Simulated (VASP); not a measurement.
# P (Fm-3m) in VASP: further runs

The runs below take P through single point, with PBE.

Program: VASP 6.6.1. These are calculated values, not measurements. Logs are shortened: lines on timing, memory, paths and dates and some standing lists are left out, and cuts for length are marked.

## 1. The cell of the first run

The structure is cubic, space group Fm-3m (No. 225). Conventional cell: a = 3.357 Å, b = 3.357 Å, c = 3.357 Å, α = 90.00°, β = 90.00°, γ = 90.00°. Within 3.1 Å of P (site symmetry m-3m) lie 12 P at 2.37 Å.

This isn't the form of P at room conditions, which is orthorhombic.

## 2. Single point, PBE (9.46 Å³/atom)

The input, INCAR:

```
SYSTEM = P
ALGO = Normal ; EDIFF = 1E-7
ENCUT = 520 ; GGA = PE
ISIF = 2 ; ISMEAR = -1
LASPH = .TRUE. ; LCHARG = .TRUE.
LELF = .TRUE. ; LREAL = .FALSE.
LVHAR = .TRUE. ; LWAVE = .FALSE.
NBANDS = 8 ; NELM = 60
PREC = Accurate ; SIGMA = 0.1
```

The input, KPOINTS:

```
k-points
0
G
  18 18 18
  0 0 0
```

The input, POSCAR:

```
P
1.0
    0.0000000000      1.6786087632      1.6786087632
    1.6786087632      0.0000000000      1.6786087632
    1.6786087632      1.6786087632      0.0000000000
P
1
Direct
    0.0000000000      0.0000000000      0.0000000000
```

Potentials or basis: VASP PAW PBE potentials, release 64 (P).

Run with:

```bash
> cat potpaw_PBE.64/P/POTCAR > POTCAR
> mpirun -np 1 vasp_std > vasp.out
```

OUTCAR:

```text
SYSTEM = P
   EDIFF = 1E-7
   ENCUT = 520
   GGA = PE
   ISIF = 2
   ISMEAR = -1
   LASPH = .TRUE.
   LREAL = .FALSE.
   NELM = 60
   PREC = Accurate

 ion  position               nearest neighbor table
   1  0.000  0.000  0.000-

  LATTYP: Found a face centered cubic cell.
 ALAT       =     3.3572175264

  Lattice vectors:

 A1 = (   0.0000000000,   1.6786087632,   1.6786087632)
 A2 = (   1.6786087632,   0.0000000000,   1.6786087632)
 A3 = (   1.6786087632,   1.6786087632,   0.0000000000)

Analysis of symmetry for initial positions (statically):
=====================================================================
 Subroutine PRICEL returns:
 Original cell was already a primitive cell.

 Routine SETGRP: Setting up the symmetry group for a
 face centered cubic supercell.

 Subroutine GETGRP returns: Found 48 space group operations
 (whereof 48 operations were pure point group operations)
 out of a pool of 48 trial point group operations.

The static configuration has the point symmetry O_h .

Analysis of symmetry for dynamics (positions and initial velocities):
=====================================================================
 Subroutine PRICEL returns:
 Original cell was already a primitive cell.

 Routine SETGRP: Setting up the symmetry group for a
 face centered cubic supercell.

 Subroutine GETGRP returns: Found 48 space group operations
 (whereof 48 operations were pure point group operations)
 out of a pool of 48 trial point group operations.

The dynamic configuration has the point symmetry O_h .

 Subroutine INISYM returns: Found 48 space group operations
 (whereof 48 operations are pure point group operations),
 and found     1 'primitive' translations

----------------------------------------------------------------------------------------

                                     Primitive cell

  volume of cell :       9.4597

  direct lattice vectors                    reciprocal lattice vectors
     0.000000000  1.678608763  1.678608763    -0.297865715  0.297865715  0.297865715
     1.678608763  0.000000000  1.678608763     0.297865715 -0.297865715  0.297865715
     1.678608763  1.678608763  0.000000000     0.297865715  0.297865715 -0.297865715

  length of vectors
     2.373911279  2.373911279  2.373911279     0.515918553  0.515918553  0.515918553

  position of ions in fractional coordinates (direct lattice)
     0.000000000  0.000000000  0.000000000

  ion indices of the primitive-cell ions
   primitive index   ion index
                 1           1

----------------------------------------------------------------------------------------

 KPOINTS: k-points

Automatic generation of k-mesh.
 Grid dimensions read from file:
 generate k-points for:   18   18   18

 Generating k-lattice:

  Cartesian coordinates                     Fractional coordinates (reciprocal lattice)
    -0.016548095  0.016548095  0.016548095     0.055555556  0.000000000  0.000000000
     0.016548095 -0.016548095  0.016548095     0.000000000  0.055555556  0.000000000
     0.016548095  0.016548095 -0.016548095     0.000000000  0.000000000  0.055555556

  Length of vectors
     0.028662142  0.028662142  0.028662142

  Shift w.r.t. Gamma in fractional coordinates (k-lattice)
     0.000000000  0.000000000  0.000000000

 Subroutine IBZKPT returns following result:
 ===========================================

 Found    195 irreducible k-points:

 Following reciprocal coordinates:
            Coordinates               Weight
  0.000000  0.000000  0.000000      1.000000
  0.055556  0.000000  0.000000      8.000000
  0.111111  0.000000  0.000000      8.000000
  0.166667  0.000000  0.000000      8.000000
  0.222222  0.000000  0.000000      8.000000
  0.277778  0.000000  0.000000      8.000000
[... 16 lines left out ...]
 -0.277778  0.055556  0.000000     24.000000
 -0.222222  0.055556  0.000000     24.000000
 [... further k-points ...]
   k-points           NKPTS =    195   k-points in BZ     NKDIM =    195   number of bands    NBANDS=      8
   number of dos      NEDOS =    301   number of ions     NIONS =      1
   total plane-waves  NPLWV =   5832
   dimension x,y,z NGX =    18 NGY =   18 NGZ =   18
   dimension x,y,z NGXF=    36 NGYF=   36 NGZF=   36
   ions per type =               1
   NGX,Y,Z   is equivalent  to a cutoff of  12.61, 12.61, 12.61 a.u.
   NGXF,Y,Z  is equivalent  to a cutoff of  25.21, 25.21, 25.21 a.u.
 SYSTEM =  P
   PREC   = accura    normal or accurate (medium, high low for compatibility)
   ISTART =      0    job   : 0-new  1-cont  2-samecut
   ICHARG =      2    charge: 1-file 2-atom 10-const
   ISPIN  =      1    spin polarized calculation?
   LNONCOLLINEAR =      F non collinear calculations
   LSORBIT =      F    spin-orbit coupling
   LASPH  =      T    aspherical Exc in radial PAW
   ENCUT  =  520.0 eV  38.22 Ry    6.18 a.u.   4.41  4.41  4.41*2*pi/ulx,y,z
   NELM   =     60;   NELMIN=  2; NELMDL= -5     # of ELM steps
   EDIFF  = 0.1E-06   stopping-criterion for ELM
   LREAL  =      F    real-space projection
   EDIFFG = 0.1E-05   stopping-criterion for IOM
   NSW    =      0    number of steps for IOM
   IBRION =     -1    ionic relax: 0-MD 1-quasi-New 2-CG
   NFREE  =      0    steps in history (QN), initial steepest desc. (CG)
   ISIF   =      2    stress and relaxation
   ISYM   =      2    0-nonsym 1-usesym 2-fastsym
   POTIM  = 0.5000    time-step for ionic-motion
   TEBEG  =    0.0;   TEEND  =   0.0 temperature during run
   PSTRESS=    0.0 pullay stress
   NELECT =       5.0000    total number of electrons
   NUPDOWN=      -1.0000    fix difference up-down
   EMIN   =  10.00;   EMAX   =-10.00  energy-range for DOS
   EFERMI =   0.00;   METHOD = LEGACY
   ISMEAR =    -1;   SIGMA  =   0.10  broadening in eV -4-tet -1-fermi 0-gaus
   EFERMI_NEDOS =   21; number of points for ismear=-14 and -15
   IALGO  =     38    algorithm
   IMIX   =      4    mixing-type and parameters
     AMIX     =   0.40;   BMIX     =  1.00
     AMIX_MAG =   1.60;   BMIX_MAG =  1.00
  volume/ion in A,a.u.               =       9.46        63.84
  Fermi-wavevector in a.u.,A,eV,Ry     =   1.323646  2.501329 23.837952  1.752040
  Thomas-Fermi vector in A             =   2.453239
   LORBIT       =      0    0 simple, 1 ext, 2 COOP (PROOUT), +10 PAW based schemes
   GGA     = PE    functional components
   LHFCALC =     F    Hartree Fock is set to
   AEXX    =    0.0000 exact exchange contribution
   IVDW    =     0    specifies the selected vdW correction
   LEPSILON=     F    determine dielectric tensor
   LRPA    =     F    only Hartree local field effects (RPA)
 non-spin polarized calculation
  energy-cutoff  :      520.00
  volume of cell :        9.46
 maximum number of plane-waves:       269
 NGX is ok and might be reduce to    18
   NGX =  9   NGY =  9   NGZ =  9

 number of electron       5.0000001 magnetization

 Free energy of the ion-electron system (eV)
  ---------------------------------------------------
  ext. energy  EPLUGINS =         0.00000000
  ---------------------------------------------------
  free energy    TOTEN  =        -3.51835512 eV

  energy without entropy =       -3.50665392  energy(sigma->0) =       -3.51250452

 E-fermi :  17.1402     XC(G=0): -13.4494

 val. band max:       17.0972693268   @ k =   0.3333   0.3333   0.0000
 cond. band min:      17.1757511731   @ k =   0.5000   0.2778   0.1111
 fundamental gap:      0.0784818464
 Fermi energy:        17.1402374723

 k-point     1 :       0.0000    0.0000    0.0000
  band No.  band energies     occupation
      1      -4.5825      2.00000
      2      28.8376      0.00000
      3      28.8376      0.00000
      4      28.8376      0.00000
      5      29.4809      0.00000
      6      29.4809      0.00000
      7      29.4809      0.00000
      8      36.9944      0.00000

 k-point     2 :       0.0556    0.0000    0.0000
  band No.  band energies     occupation
      1      -4.4650      2.00000
      2      26.4712      0.00000
      3      28.0245      0.00000
      4      28.0245      0.00000
      5      30.4424      0.00000
      6      30.4424      0.00000
      7      30.9005      0.00000
      8      37.9101      0.00000

 k-point     3 :       0.1111    0.0000    0.0000
  band No.  band energies     occupation
      1      -4.1125      2.00000
      2      23.4474      0.00000
      3      27.1331      0.00000
      4      27.1331      0.00000
      5      31.5420      0.00000
      6      31.7001      0.00000
      7      31.7001      0.00000
      8      36.7938      0.00000

 k-point     4 :       0.1667    0.0000    0.0000
  band No.  band energies     occupation
      1      -3.5263      2.00000
      2      20.3647      0.00000
      3      26.4158      0.00000
      4      26.4158      0.00000
      5      31.6679      0.00000
      6      32.5348      0.00000
      7      32.5348      0.00000
      8      36.0956      0.00000

 k-point     5 :       0.2222    0.0000    0.0000
  band No.  band energies     occupation
      1      -2.7081      2.00000
      2      17.3568      0.20581
      3      25.8840      0.00000
      4      25.8840      0.00000
      5      31.6457      0.00000
      6      32.0961      0.00000
      7      32.0961      0.00000
      8      36.9010      0.00000
[... 177 lines left out ...]
 k-point    22 :      -0.3333    0.0556    0.0000
  band No.  band energies     occupation
      1       0.1898      2.00000
      2      11.0017      2.00000
      3      23.3481      0.00000
      4      26.1225      0.00000
      5      28.9946      0.00000
      6      30.0924      0.00000
      7      32.3706      0.00000
      8      37.8147      0.00000

 k-point    23 :      -0.2778    0.0556    0.0000
  band No.  band energies     occupation
      1      -1.1578      2.00000
      2      13.6507      2.00000
      3      23.4031      0.00000
      4      26.5991      0.00000
      5      29.7191      0.00000
      6      31.2423      0.00000
      7      32.2688      0.00000
      8      37.8770      0.00000

 k-point    24 :      -0.2222    0.0556    0.0000
  band No.  band energies     occupation
      1      -2.2807      2.00000
      2      16.4678      1.99760
      3      23.6522      0.00000
      4      27.0826      0.00000
      5      30.6859      0.00000
      6      32.2088      0.00000
      7      32.4875      0.00000
      8      35.9206      0.00000

 [... further k-points ...]

------------------------ aborting loop because EDIFF is reached ----------------------------------------

  FORCE on cell =-STRESS in cart. coord.  units (eV):
  Direction    XX          YY          ZZ          XY          YZ          ZX
  --------------------------------------------------------------------------------------
  -------------------------------------------------------------------------------------
  Total        5.3079520      5.3079520      5.3079520      0.0000000      0.0000000      0.0000000
  in kB      898.9988087    898.9988087    898.9988087      0.0000000      0.0000000      0.0000000
  external PRESSURE =     898.9988087 kB  Pullay stress =       0.0000000 kB

 VOLUME and BASIS-vectors are now :
 -----------------------------------------------------------------------------
  energy-cutoff  :      520.00
  volume of cell :        9.46
      direct lattice vectors                 reciprocal lattice vectors
     0.000000000  1.678608763  1.678608763    -0.297865715  0.297865715  0.297865715
     1.678608763  0.000000000  1.678608763     0.297865715 -0.297865715  0.297865715
     1.678608763  1.678608763  0.000000000     0.297865715  0.297865715 -0.297865715

 POSITION                                       TOTAL-FORCE (eV/Angst)
 -----------------------------------------------------------------------------------
      0.00000      0.00000      0.00000        -0.000000     -0.000000     -0.000000
 -----------------------------------------------------------------------------------
    total drift:                               -0.000000      0.000000     -0.000000

  FREE ENERGIE OF THE ION-ELECTRON SYSTEM (eV)
  ---------------------------------------------------
  free  energy   TOTEN  =        -3.5183551239 eV

  energy  without entropy=       -3.5066539155  energy(sigma->0) =       -3.51250452
```

Run time: 6.6 s. Hardware: 1 thread of AMD EPYC 9R45 (Zen 5), shared host; peak memory 0.09 GiB.

What came out:

- Free energy: -3.5184 eV
- Pressure: 89.9 GPa
- Band gap on the k mesh: zero (an odd number of electrons rules out a gap without spin polarisation)

Caveat: the cell stands under pressure.

## 3. Single point, PBE (10.92 Å³/atom)

This run uses another cell than the first one, of 10.92 Å³/atom.

The input, INCAR:

```
ALGO     = Normal         # electronic algorithm
EDIFF    = 1E-6           # SCF threshold, eV
ENCUT    = 520            # plane-wave cutoff, eV
GGA      = PE             # functional
ISIF     = 2              # what is computed and relaxed
ISMEAR   = -1             # smearing method
LASPH    = True           # aspherical terms in the spheres
LCHARG   = True           # write CHGCAR
LELF     = True           # ELF
LREAL    = False          # projectors in reciprocal space
LVHAR    = True         
LWAVE    = False          # write WAVECAR
NBANDS   = 8              # bands
NELM     = 60             # most SCF steps
PREC     = Accurate       # precision mode
SIGMA    = 0.1            # smearing width, eV
```

The input, KPOINTS:

```
k-points
0
Gamma
  18 18 18
```

The input, POSCAR:

```
P
1.0
    0.0000000000      1.7606192863      1.7606192863
    1.7606192863      0.0000000000      1.7606192863
    1.7606192863      1.7606192863      0.0000000000
P
1
Direct
    0.0000000000      0.0000000000      0.0000000000
```

Potentials or basis: VASP PAW PBE potentials, release 64 (P).

Run with:

```bash
> cat potpaw_PBE.64/P/POTCAR > POTCAR
> mpirun -np 1 vasp_std > vasp.out
```

It took 7.4 s on 1 thread of AMD EPYC 9R45 (Zen 5), shared host; peak memory 0.1 GiB.

Results (log left out):

```
Free energy            : -4.1158 eV
Pressure               : 45.9 GPa
Band gap on the k mesh : zero (an odd number of electrons rules out a gap without spin polarisation)
```

Levels at points of the mesh, in eV from the Fermi level:
| k point | band 1 | band 2 | band 3 | band 4 | band 5 | band 6 |
| --- | --- | --- | --- | --- | --- | --- |
| (0.00, 0.00, 0.00) | -19.70 | 9.86 | 9.86 | 9.86 | 12.06 | 12.06 |
| (0.50, 0.00, 0.00) | -11.73 | -10.63 | 6.98 | 6.98 | 10.86 | 10.86 |
| (0.50, 0.50, 0.00) | -8.82 | -8.06 | 1.02 | 1.02 | 3.26 | 5.74 |

Caveat: the cell stands under pressure.

## 4. Single point, PBE (10.92 Å³/atom)

This run uses another cell than the first one, of 10.92 Å³/atom.

The input, INCAR:

```
SYSTEM = P
  PREC = Accurate
  ENCUT = 520
  EDIFF = 1E-7
  ISMEAR = -1
  SIGMA = 0.1
  LREAL = .FALSE.
  LASPH = .TRUE.
  NELM = 100
  ALGO = Normal
  ISIF = 2
  LWAVE = .FALSE.
  LCHARG = .FALSE.
  GGA = PE
  NBANDS = 8
```

The input, KPOINTS:

```
regular mesh
0
G
  18 18 18
  0 0 0
```

POSCAR is that of step 3.

Run with:

```bash
> cat potpaw_PBE.64/P/POTCAR > POTCAR
> mpirun -np 1 vasp_std > vasp.out
```

Wall time 8.9 s (1 thread of AMD EPYC 9R45 (Zen 5), shared host); peak memory 0.09 GiB.

It converged, with:

| Quantity | Value |
| --- | --- |
| Free energy | -4.1158 eV |
| Pressure | 45.9 GPa |
| Band gap on the k mesh | zero (an odd number of electrons rules out a gap without spin polarisation) |

Levels at points of the mesh, in eV from the Fermi level:
```csv
k point,band 1,band 2,band 3,band 4,band 5,band 6,band 7
"(0.00, 0.00, 0.00)",-19.70,9.86,9.86,9.86,12.06,12.06,12.06
"(0.50, 0.00, 0.00)",-11.73,-10.63,6.98,6.98,10.86,10.86,13.30
"(0.50, 0.50, 0.00)",-8.82,-8.06,1.02,1.02,3.26,5.74,26.91
```

Caveat: the cell stands under pressure.
